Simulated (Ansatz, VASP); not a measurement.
# BN: VASP beside Ansatz

```xyz
4
Lattice="2.5539 0.0000 0.0000 -1.2770 2.2118 0.0000 0.0000 0.0000 4.2269" Properties=species:S:1:pos:R:3 pbc="T T T"
B     1.2770    0.7373    4.0257
B     0.0000    1.4745    2.1123
N     1.2770    0.7373    2.6430
N     0.0000    1.4745    0.5295
```

Alike in both runs: task single point; functional PBE; k mesh 12 × 12 × 6; occupations gaussian, width 0.05 eV; no spin polarisation.

|  | VASP | Ansatz |
| --- | --- | --- |
| version | VASP 6.6.1 | Ansatz 0.2.0 |
| potentials or method | VASP PAW PBE potentials, release 64 (B, N), cutoff 520 eV | scalar-relativistic, plane waves, PAW |
| valence electrons in the cell | 16 | 16 |

|  | VASP | Ansatz | Ansatz less VASP |
| --- | --- | --- | --- |
| gap on the k mesh at the Fermi level (eV) | 3.07 | 3.09 | +0.015 |
| least direct gap on the mesh (eV) | 6.81 | 6.82 | +0.006 |
| pressure (GPa) | 7.5 | 7.4 | -0.16 |
| traceless stress, the component that is largest in VASP (GPa) | 8.88 | 8.72 | -0.165 |
| rms of the force components (eV/Å) | 3.187 | 3.180 | -0.0073 |

Atom by atom the forces differ by 0.008 eV/Å (rms over components).
